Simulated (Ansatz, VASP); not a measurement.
## ZrC in VASP and in Ansatz

INCAR

```
SYSTEM = ZrC
ALGO     = Normal         ! electronic algorithm
EDIFF    = 1E-7           ! SCF threshold, eV
ENCUT    = 520            ! plane-wave cutoff, eV
GGA      = PS             ! functional
ISIF     = 2              ! what is computed and relaxed
ISMEAR   = -1             ! smearing method
LASPH    = .TRUE.         ! aspherical terms in the spheres
LCHARG   = .TRUE.         ! write CHGCAR
LELF     = .TRUE.         ! ELF
LREAL    = .FALSE.        ! projectors in reciprocal space
LVHAR    = .TRUE.       
LWAVE    = .FALSE.        ! write WAVECAR
NBANDS   = 24             ! bands
NELM     = 60             ! most SCF steps
PREC     = Accurate       ! precision mode
SIGMA    = 0.05           ! smearing width, eV
```

The input KPOINTS:

```
k-points
0
G
  9 9 5
  0 0 0
```

POSCAR

```
ZrC
1.0
    3.5271353227      0.0000000000      0.0000000000
   -1.7635676613      3.0545887920      0.0000000000
    0.0000000000      0.0000000000      5.2900530000
Zr C
2 2
Direct
    0.6666666667      0.3333333333      0.7500000000
    0.3333333333      0.6666666667      0.2500000000
    0.0000000000      0.0000000000      0.5000000000
    0.0000000000      0.0000000000      0.0000000000
```

The input input.yaml:

```yaml
crystal:
  lattice:
    - [3.5271353227, 0.0, 0.0]
    - [-1.7635676613, 3.054588792, 0.0]
    - [0.0, 0.0, 5.290053]
  atoms:
    - { symbol: Zr, position: [0.6666666667, 0.3333333333, 0.75] }
    - { symbol: Zr, position: [0.3333333333, 0.6666666667, 0.25] }
    - { symbol: C, position: [0.0, 0.0, 0.5] }
    - { symbol: C, position: [0.0, 0.0, 0.0] }
kpoints:
  mp_grid: { grid: [9, 9, 5] }
  band_path:
    path:
      - [0.0, 0.0, 0.0]
      - [0.5, 0.0, 0.0]
      - [0.3333333333, 0.3333333333, 0.0]
      - [0.0, 0.0, 0.0]
      - [0.0, 0.0, 0.5]
      - [0.5, 0.0, 0.5]
      - [0.3333333333, 0.3333333333, 0.5]
      - [0.0, 0.0, 0.5]
    npoints: 8
scf:
  occupations: { method: fermi_dirac, width: 0.05 }
hamiltonian:
  xc: pbesol
  pseudopotentials: { kind: all_electron, lapw: { basis_error: 0.002 } }
output:
  forces: true
  stress: true
  eigenvalues: true
```

Change from the starting cell: strain_xy = 0.04.

Alike in both runs: functional PBEsol; k mesh 9 × 9 × 5; occupations fermi-dirac, width 0.05 eV; no spin polarisation.

```csv
,VASP,Ansatz
version,VASP 6.6.1,Ansatz 0.2.0
potentials or method,"VASP PAW PBE potentials, release 64 (Zr_sv, C), cutoff 520 eV","all-electron LAPW, scalar-relativistic"
task,single point,band structure
```

|  | VASP | Ansatz | Ansatz less VASP |
| --- | --- | --- | --- |
| gap on the k mesh at the Fermi level (eV) | none | none | - |
| pressure (GPa) | -21.1 | -21.3 | -0.20 |
| traceless stress, the component that is largest in VASP (GPa) | 4.83 | 4.85 | +0.020 |

VASP's potentials were made for PBE, not for PBEsol. A gap of «none» marks a metal or a gap that the smearing closes. Ansatz ran all-electron here, and VASP with PAW potentials.
